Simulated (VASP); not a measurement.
A run of VASP 6.6.1:

The input POSCAR:

```
Ir
1.0
    0.0000000000      1.9350000000      1.9350000000
    1.9350000000      0.0000000000      1.9350000000
    1.9350000000      1.9350000000      0.0000000000
Ir
1
Direct
    0.0000000000      0.0000000000      0.0000000000
```

INCAR.step1

```
SYSTEM = Ir
ALGO     = Normal         ! electronic algorithm
EDIFF    = 1E-5           ! SCF threshold, eV
ENCUT    = 400            ! plane-wave cutoff, eV
GGA      = PE             ! functional
GGA_COMPAT= .FALSE.      
ISIF     = 2              ! what is computed and relaxed
ISMEAR   = -1             ! smearing method
LASPH    = .TRUE.         ! aspherical terms in the spheres
LCHARG   = .FALSE.        ! write CHGCAR
LREAL    = .FALSE.        ! projectors in reciprocal space
LWAVE    = .TRUE.         ! write WAVECAR
NBANDS   = 10             ! bands
NELM     = 120            ! most SCF steps
PREC     = Accurate       ! precision mode
SIGMA    = 0.5            ! smearing width, eV
```

INCAR.step2

```
SYSTEM = Ir
AEXX     = 0.25           ! exact-exchange fraction
ALGO     = Normal         ! electronic algorithm
EDIFF    = 1E-6           ! SCF threshold, eV
ENCUT    = 400            ! plane-wave cutoff, eV
GGA      = PE             ! functional
GGA_COMPAT= .FALSE.      
ISIF     = 2              ! what is computed and relaxed
ISMEAR   = -1             ! smearing method
ISTART   = 1            
LASPH    = .TRUE.         ! aspherical terms in the spheres
LCHARG   = .FALSE.        ! write CHGCAR
LHFCALC  = .TRUE.         ! exact exchange
LREAL    = .FALSE.        ! projectors in reciprocal space
LWAVE    = .FALSE.        ! write WAVECAR
NBANDS   = 10             ! bands
NELM     = 120            ! most SCF steps
PREC     = Accurate       ! precision mode
PRECFOCK = Normal       
SIGMA    = 0.5            ! smearing width, eV
```

KPOINTS

```
k-points
0
G
  2 2 2
  0 0 0
```

Potentials or basis: VASP PAW PBE potentials, release 64 (Ir).

Command:

```console
$ cat potpaw_PBE.64/Ir/POTCAR > POTCAR
$ cp INCAR.step1 INCAR
$ mpirun -np 1 vasp_std > vasp.out
$ cp INCAR.step2 INCAR
$ mpirun -np 1 vasp_std > vasp.out
```

Hardware: 1 thread of Intel Xeon 8259CL, with other jobs on the host.

Task: Estimate the wall time of this run.

Result: It took 12 s on 1 thread of Intel Xeon 8259CL, on a shared host, peak memory 0.12 GiB. Counts: k points 3.
